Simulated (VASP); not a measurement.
# WC (Imm2) in VASP: notebook

The runs below take WC through single point, with PBEsol.

All numbers are computed with VASP 6.6.1; they aren't measurements. Logs are shortened: lines on timing, memory, paths and dates and some standing lists are left out, and cuts for length are marked.

### Step 1. The cell of the first run

The structure is orthorhombic, space group Imm2 (No. 44). Conventional cell: a = 3.101 Å, b = 4.385 Å, c = 3.101 Å, α = 90.00°, β = 90.00°, γ = 90.00°. W (site symmetry mm2) has 6 C at 2.16 to 2.23 Å within 2.9 Å. Within 2.9 Å of C (site symmetry mm2) lie 6 W at 2.16 to 2.23 Å.

### Step 2. Single point, PBEsol

Input file INCAR:

```
PREC = Accurate
ENCUT = 910
EDIFF = 1E-6
ISMEAR = 0
SIGMA = 0.15
LREAL = F
LASPH = T
NELM = 120
ALGO = Normal
ISIF = 2
LWAVE = F
LCHARG = F
GGA = PS
NBANDS = 16
GGA_COMPAT = F
```

Input file KPOINTS:

```
regular mesh
0
Gamma
  18 18 18
```

Input file POSCAR:

```
WC
1.0
    0.0000000000      2.1926840000      2.1926840000
    2.1926840000      0.0000000000      2.1926840000
    2.1926840000      2.1926840000      0.0000000000
W C
1 1
Direct
   -0.0161242291      0.0000000000      0.0000000000
    0.5000000000      0.5000000000      0.5000000000
```

Potentials or basis: VASP PAW PBE potentials, release 64 (W_sv, C_h).

On the command line:

```sh
$ cat potpaw_PBE.64/W_sv/POTCAR potpaw_PBE.64/C_h/POTCAR > POTCAR
$ mpirun -np 1 vasp_std > vasp.out
```

OUTCAR:

```text
PREC = Accurate
   ENCUT = 910
   EDIFF = 1E-6
   ISMEAR = 0
   LREAL = F
   LASPH = T
   NELM = 120
   ISIF = 2
   GGA = PS

 ion  position               nearest neighbor table
   1  0.984  0.000  0.000-   2 2.16   2 2.16   2 2.19   2 2.19   2 2.23   2 2.23
   2  0.500  0.500  0.500-   1 2.16   1 2.16   1 2.19   1 2.19   1 2.23   1 2.23

  LATTYP: Found a face centered cubic cell.
 ALAT       =     4.3853680000

  Lattice vectors:

 A1 = (   0.0000000000,   2.1926840000,   2.1926840000)
 A2 = (   2.1926840000,   0.0000000000,   2.1926840000)
 A3 = (   2.1926840000,   2.1926840000,   0.0000000000)

Analysis of symmetry for initial positions (statically):
=====================================================================
 Subroutine PRICEL returns:
 Original cell was already a primitive cell.

 Routine SETGRP: Setting up the symmetry group for a
 face centered cubic supercell.

 Subroutine GETGRP returns: Found  4 space group operations
 (whereof  4 operations were pure point group operations)
 out of a pool of 48 trial point group operations.

The static configuration has the point symmetry C_2v.

Analysis of symmetry for dynamics (positions and initial velocities):
=====================================================================
 Subroutine PRICEL returns:
 Original cell was already a primitive cell.

 Routine SETGRP: Setting up the symmetry group for a
 face centered cubic supercell.

 Subroutine GETGRP returns: Found  4 space group operations
 (whereof  4 operations were pure point group operations)
 out of a pool of 48 trial point group operations.

The dynamic configuration has the point symmetry C_2v.

 Subroutine INISYM returns: Found  4 space group operations
 (whereof  4 operations are pure point group operations),
 and found     1 'primitive' translations

----------------------------------------------------------------------------------------

                                     Primitive cell

  volume of cell :      21.0842

  direct lattice vectors                    reciprocal lattice vectors
     0.000000000  2.192684000  2.192684000    -0.228031034  0.228031034  0.228031034
     2.192684000  0.000000000  2.192684000     0.228031034 -0.228031034  0.228031034
     2.192684000  2.192684000  0.000000000     0.228031034  0.228031034 -0.228031034

  length of vectors
     3.100923451  3.100923451  3.100923451     0.394961337  0.394961337  0.394961337

  position of ions in fractional coordinates (direct lattice)
     0.983875771  0.000000000  0.000000000
     0.500000000  0.500000000  0.500000000

  ion indices of the primitive-cell ions
   primitive index   ion index
                 1           1
                 2           2

----------------------------------------------------------------------------------------

 KPOINTS: regular mesh

Automatic generation of k-mesh.
 Grid dimensions read from file:
 generate k-points for:   18   18   18

 Generating k-lattice:

  Cartesian coordinates                     Fractional coordinates (reciprocal lattice)
    -0.012668391  0.012668391  0.012668391     0.055555556  0.000000000  0.000000000
     0.012668391 -0.012668391  0.012668391     0.000000000  0.055555556  0.000000000
     0.012668391  0.012668391 -0.012668391     0.000000000  0.000000000  0.055555556

  Length of vectors
     0.021942296  0.021942296  0.021942296

  Shift w.r.t. Gamma in fractional coordinates (k-lattice)
     0.000000000  0.000000000  0.000000000

 Subroutine IBZKPT returns following result:
 ===========================================

 Found    865 irreducible k-points:

 Following reciprocal coordinates:
            Coordinates               Weight
  0.000000  0.000000  0.000000      1.000000
  0.055556  0.000000  0.000000      4.000000
  0.000000  0.055556  0.000000      4.000000
  0.111111  0.000000  0.000000      4.000000
  0.000000  0.111111  0.000000      4.000000
  0.166667  0.000000  0.000000      4.000000
[... 16 lines left out ...]
  0.000000  0.111111  0.055556      4.000000
  0.055556  0.000000  0.111111      8.000000
 [... further k-points ...]
   k-points           NKPTS =    865   k-points in BZ     NKDIM =    865   number of bands    NBANDS=     16
   number of dos      NEDOS =    301   number of ions     NIONS =      2
   total plane-waves  NPLWV =  32768
   dimension x,y,z NGX =    32 NGY =   32 NGZ =   32
   dimension x,y,z NGXF=    64 NGYF=   64 NGZF=   64
   ions per type =               1   1
   NGX,Y,Z   is equivalent  to a cutoff of  17.16, 17.16, 17.16 a.u.
   NGXF,Y,Z  is equivalent  to a cutoff of  34.31, 34.31, 34.31 a.u.
 SYSTEM =  unknown system
   PREC   = accura    normal or accurate (medium, high low for compatibility)
   ISTART =      0    job   : 0-new  1-cont  2-samecut
   ICHARG =      2    charge: 1-file 2-atom 10-const
   ISPIN  =      1    spin polarized calculation?
   LNONCOLLINEAR =      F non collinear calculations
   LSORBIT =      F    spin-orbit coupling
   LASPH  =      T    aspherical Exc in radial PAW
   ENCUT  =  910.0 eV  66.88 Ry    8.18 a.u.   7.63  7.63  7.63*2*pi/ulx,y,z
   NELM   =    120;   NELMIN=  2; NELMDL= -5     # of ELM steps
   EDIFF  = 0.1E-05   stopping-criterion for ELM
   LREAL  =      F    real-space projection
   EDIFFG = 0.1E-04   stopping-criterion for IOM
   NSW    =      0    number of steps for IOM
   IBRION =     -1    ionic relax: 0-MD 1-quasi-New 2-CG
   NFREE  =      0    steps in history (QN), initial steepest desc. (CG)
   ISIF   =      2    stress and relaxation
   ISYM   =      2    0-nonsym 1-usesym 2-fastsym
   POTIM  = 0.5000    time-step for ionic-motion
   TEBEG  =    0.0;   TEEND  =   0.0 temperature during run
   PSTRESS=    0.0 pullay stress
   NELECT =      18.0000    total number of electrons
   NUPDOWN=      -1.0000    fix difference up-down
   EMIN   =  10.00;   EMAX   =-10.00  energy-range for DOS
   EFERMI =   0.00;   METHOD = LEGACY
   ISMEAR =     0;   SIGMA  =   0.15  broadening in eV -4-tet -1-fermi 0-gaus
   EFERMI_NEDOS =   21; number of points for ismear=-14 and -15
   IALGO  =     38    algorithm
   IMIX   =      4    mixing-type and parameters
     AMIX     =   0.40;   BMIX     =  1.00
     AMIX_MAG =   1.60;   BMIX_MAG =  1.00
  volume/ion in A,a.u.               =      10.54        71.14
  Fermi-wavevector in a.u.,A,eV,Ry     =   1.553029  2.934800 32.815887  2.411900
  Thomas-Fermi vector in A             =   2.657319
   LORBIT       =      0    0 simple, 1 ext, 2 COOP (PROOUT), +10 PAW based schemes
   GGA     = PS    functional components
   LHFCALC =     F    Hartree Fock is set to
   AEXX    =    0.0000 exact exchange contribution
   IVDW    =     0    specifies the selected vdW correction
   LEPSILON=     F    determine dielectric tensor
   LRPA    =     F    only Hartree local field effects (RPA)
 non-spin polarized calculation
 Gauss-broadening in eV      SIGMA  =   0.15
  energy-cutoff  :      910.00
  volume of cell :       21.08
 maximum number of plane-waves:      1363
   NGX = 15   NGY = 15   NGZ = 15

 number of electron      18.0000000 magnetization

 Free energy of the ion-electron system (eV)
  ---------------------------------------------------
  ext. energy  EPLUGINS =         0.00000000
  ---------------------------------------------------
  free energy    TOTEN  =       -22.98928694 eV

  energy without entropy =      -22.98073207  energy(sigma->0) =      -22.98500951

 E-fermi :  12.5547     XC(G=0): -13.8794

 val. band max:       12.5543570083   @ k =   0.2222   0.4444  -0.2222
 cond. band min:      12.5553329890   @ k =  -0.3333   0.4444   0.2222
 fundamental gap:      0.0009759807
 Fermi energy:        12.5547482013

 k-point     1 :       0.0000    0.0000    0.0000
  band No.  band energies     occupation
      1     -62.7945      2.00000
      2     -26.7923      2.00000
      3     -26.7916      2.00000
      4     -26.7909      2.00000
      5      -3.2005      2.00000
      6       9.7453      2.00000
[... 8 lines left out ...]
     15      22.1988      0.00000
     16      35.7757      0.00000

 k-point     2 :       0.0556    0.0000    0.0000
  band No.  band energies     occupation
      1     -62.7934      2.00000
      2     -26.8100      2.00000
      3     -26.7943      2.00000
      4     -26.7931      2.00000
      5      -3.1131      2.00000
      6       9.4159      2.00000
[... 8 lines left out ...]
     15      22.4067      0.00000
     16      34.6619      0.00000

 k-point     3 :       0.0000    0.0556    0.0000
  band No.  band energies     occupation
      1     -62.7934      2.00000
      2     -26.8105      2.00000
      3     -26.7935      2.00000
      4     -26.7933      2.00000
      5      -3.1130      2.00000
      6       9.4023      2.00000
[... 8 lines left out ...]
     15      22.4066      0.00000
     16      34.6759      0.00000

 k-point     4 :       0.1111    0.0000    0.0000
  band No.  band energies     occupation
      1     -62.7902      2.00000
      2     -26.8633      2.00000
      3     -26.8000      2.00000
      4     -26.7989      2.00000
      5      -2.8558      2.00000
      6       8.6863      2.00000
[... 8 lines left out ...]
     15      22.9884      0.00000
     16      32.7764      0.00000
[... 324 lines left out ...]
 k-point    22 :       0.1111    0.0556    0.0000
  band No.  band energies     occupation
      1     -62.7905      2.00000
      2     -26.8486      2.00000
      3     -26.8058      2.00000
      4     -26.8012      2.00000
      5      -2.8860      2.00000
      6       8.7987      2.00000
[... 8 lines left out ...]
     15      22.9351      0.00000
     16      33.0577      0.00000

 k-point    23 :       0.0000    0.1111    0.0556
  band No.  band energies     occupation
      1     -62.7905      2.00000
      2     -26.8485      2.00000
      3     -26.8059      2.00000
      4     -26.8012      2.00000
      5      -2.8860      2.00000
      6       8.7543      2.00000
[... 8 lines left out ...]
     15      22.9350      0.00000
     16      33.0695      0.00000

 k-point    24 :       0.0556    0.0000    0.1111
  band No.  band energies     occupation
      1     -62.7905      2.00000
      2     -26.8491      2.00000
      3     -26.8058      2.00000
      4     -26.8008      2.00000
      5      -2.8858      2.00000
      6       8.7676      2.00000
[... 8 lines left out ...]
     15      22.9349      0.00000
     16      33.0612      0.00000

 [... further k-points ...]
[... 5 lines left out ...]
  --------------------------------------------------------------------------------------
  -------------------------------------------------------------------------------------
  Total       -1.2270404     -1.1373326     -1.1373326      0.0000000     -0.0012639      0.0000000
  in kB      -93.2419394    -86.4251054    -86.4251054      0.0000000     -0.0960445      0.0000000
  external PRESSURE =     -88.6973834 kB  Pullay stress =       0.0000000 kB

 VOLUME and BASIS-vectors are now :
 -----------------------------------------------------------------------------
  energy-cutoff  :      910.00
  volume of cell :       21.08
      direct lattice vectors                 reciprocal lattice vectors
     0.000000000  2.192684000  2.192684000    -0.228031034  0.228031034  0.228031034
     2.192684000  0.000000000  2.192684000     0.228031034 -0.228031034  0.228031034
     2.192684000  2.192684000  0.000000000     0.228031034  0.228031034 -0.228031034

 POSITION                                       TOTAL-FORCE (eV/Angst)
 -----------------------------------------------------------------------------------
      0.00000      2.15733      2.15733         0.000000      0.219155      0.219155
      2.19268      2.19268      2.19268         0.000000     -0.219155     -0.219155
 -----------------------------------------------------------------------------------
    total drift:                                0.000000     -0.000011     -0.000011

  FREE ENERGIE OF THE ION-ELECTRON SYSTEM (eV)
  ---------------------------------------------------
  free  energy   TOTEN  =       -22.9892869450 eV

  energy  without entropy=      -22.9807320659  energy(sigma->0) =      -22.98500951
```

Wall time 5.2 min (1 thread of Intel Xeon Platinum 8488C (Sapphire Rapids), shared host); peak memory 0.74 GiB.

What came out:

| Quantity | Value |
| --- | --- |
| Free energy | -22.9893 eV |
| Pressure | -8.9 GPa |
| Largest force | 0.310 eV/Å |
| Band gap on the k mesh | zero (bands 9 and 10 overlap by 3.15 eV) |

Forces on the atoms (eV/Å):
```
W    0.000  0.219  0.219
C    0.000 -0.219 -0.219
```

Stress tensor (GPa, compression positive):
```
-9.32  0.00  0.00
 0.00 -8.64 -0.01
 0.00 -0.01 -8.64
```

Caveat: the cell differs from its parent crystal (all W atoms moved +0.050 Å, as atom 1 towards its neighbour atom 1 (W) at 3.101 Å); the cutoff is under 1.25 times the usual one of these potentials, so pressure, stress and relaxed cells hold a basis-set (Pulay) error; the cell stands under tension; the PAW data sets were made with another functional, which shifts forces and pressure a little; spin-orbit coupling is left out, which moves the levels of the heavy elements.

### Step 3. Single point, PBEsol

INCAR is that of step 2.

KPOINTS is that of step 2.

Changes to POSCAR since step 2:

```diff
@@ -8,3 +8,3 @@
 Direct
-   -0.0161242291      0.0000000000      0.0000000000
+    0.0322484581      0.0000000000      0.0000000000
     0.5000000000      0.5000000000      0.5000000000
```

Potentials or basis: VASP PAW PBE potentials, release 64 (W_sv, C_h).

On the command line:

```sh
$ cat potpaw_PBE.64/W_sv/POTCAR potpaw_PBE.64/C_h/POTCAR > POTCAR
$ mpirun -np 1 vasp_std > vasp.out
```

Wall time 4.5 min (1 thread of AMD EPYC 9R45 (Zen 5), shared host); peak memory 0.7 GiB.

Results (log left out):

* Free energy: -22.9648 eV
* Pressure: -7.7 GPa
* Largest force: 0.679 eV/Å
* Band gap on the k mesh: zero (bands 9 and 10 overlap by 3.11 eV)

Forces in eV/Å, atoms in the order of the input:
```
W    0.000 -0.480 -0.480
C    0.000  0.480  0.480
```

Stress tensor (GPa, compression positive):
```
-9.44  0.00  0.00
 0.00 -6.81 -0.12
 0.00 -0.12 -6.81
```

Levels at points of the mesh, in eV from the Fermi level:
```csv
k point,band 7,band 8,band 9,band 10,band 11,band 12
"(0.00, 0.00, 0.00)",-2.96,-2.72,-1.83,-1.29,-0.70,-0.29
"(0.50, 0.00, 0.00)",-6.55,-6.52,1.07,1.10,2.38,4.90
"(0.00, 0.50, 0.00)",-6.51,-6.46,1.07,1.07,2.35,4.74
"(0.50, 0.50, 0.00)",-5.53,-2.48,-2.33,0.96,2.31,2.32
"(0.00, 0.50, 0.50)",-5.55,-2.55,-2.22,1.02,2.32,2.32
```

Caveat: the cell differs from its parent crystal (all W atoms moved -0.100 Å, as atom 1 towards its neighbour atom 1 (W) at 3.101 Å); the cutoff is under 1.25 times the usual one of these potentials, so pressure, stress and relaxed cells hold a basis-set (Pulay) error; the cell stands under tension; the PAW data sets were made with another functional, which shifts forces and pressure a little; spin-orbit coupling is left out, which moves the levels of the heavy elements.

### Step 4. Single point, PBEsol

Input file INCAR:

```
SYSTEM = WC
PREC = Accurate
ENCUT = 910
EDIFF = 1E-6
ISMEAR = 0
SIGMA = 0.15
LREAL = .False.
LASPH = .True.
NELM = 120
ALGO = Normal
ISIF = 2
LWAVE = .False.
LCHARG = .False.
GGA = PS
NBANDS = 16
GGA_COMPAT = .False.
```

Input file KPOINTS:

```
regular mesh
0
Gamma
  18 18 18
  0 0 0
```

Changes to POSCAR since step 3:

```diff
@@ -8,3 +8,3 @@
 Direct
-    0.0322484581      0.0000000000      0.0000000000
+   -0.0403105726      0.0000000000      0.0000000000
     0.5000000000      0.5000000000      0.5000000000
```

On the command line:

```sh
$ cat potpaw_PBE.64/W_sv/POTCAR potpaw_PBE.64/C_h/POTCAR > POTCAR
$ mpirun -np 1 vasp_std > vasp.out
```

Run time: 4.2 min. Hardware: 1 thread of AMD EPYC 9R45 (Zen 5), shared host; peak memory 0.7 GiB.

It converged, with:

| Item | Value |
| --- | --- |
| Free energy | -22.9453 eV |
| Pressure | -6.8 GPa |
| Largest force | 0.885 eV/Å |
| Band gap on the k mesh | zero (bands 9 and 10 overlap by 3.08 eV) |

Forces on the atoms (eV/Å):
```
W    0.000  0.626  0.626
C    0.000 -0.626 -0.626
```

Stress tensor (GPa, compression positive):
```
-9.50  0.00  0.00
 0.00 -5.44 -0.28
 0.00 -0.28 -5.44
```

Levels at points of the mesh, in eV from the Fermi level:
| k point | band 7 | band 8 | band 9 | band 10 | band 11 | band 12 |
| --- | --- | --- | --- | --- | --- | --- |
| (0.00, 0.00, 0.00) | -3.05 | -2.71 | -2.03 | -1.31 | -0.55 | -0.06 |
| (0.50, 0.00, 0.00) | -6.55 | -6.51 | 1.07 | 1.12 | 2.40 | 4.88 |
| (0.00, 0.50, 0.00) | -6.49 | -6.41 | 1.07 | 1.07 | 2.36 | 4.65 |
| (0.50, 0.50, 0.00) | -5.51 | -2.50 | -2.27 | 1.02 | 2.32 | 2.33 |
| (0.00, 0.50, 0.50) | -5.54 | -2.60 | -2.10 | 1.11 | 2.33 | 2.33 |

Caveat: the cell differs from its parent crystal (all W atoms moved +0.125 Å, as atom 1 towards its neighbour atom 1 (W) at 3.101 Å); the cutoff is under 1.25 times the usual one of these potentials, so pressure, stress and relaxed cells hold a basis-set (Pulay) error; the cell stands under tension; the PAW data sets were made with another functional, which shifts forces and pressure a little; spin-orbit coupling is left out, which moves the levels of the heavy elements.

### Step 5. Summary

| cell | gap on the mesh (eV) | pressure (GPa) | largest force (eV/Å) |
| --- | --- | --- | --- |
| as given, atomic positions A | none | -8.9 | 0.31 |
| as given, atomic positions B | none | -7.7 | 0.68 |
| as given, atomic positions C | none | -6.8 | 0.88 |

Alike in all rows: task single point; level PBEsol; potentials or basis VASP PAW PBE potentials, release 64 (W_sv, C_h); no spin polarisation; k mesh 18 × 18 × 18; cutoff (eV) 910; smearing gaussian 0.15 eV.

Caveats: the cutoff is under 1.25 times the usual one of these potentials, so pressure, stress and relaxed cells hold a basis-set (Pulay) error; the cell stands under tension; the PAW data sets were made with another functional, which shifts forces and pressure a little; spin-orbit coupling is left out, which moves the levels of the heavy elements.

Total energies depend on the potentials used, so only differences within one code and one set of settings carry meaning.
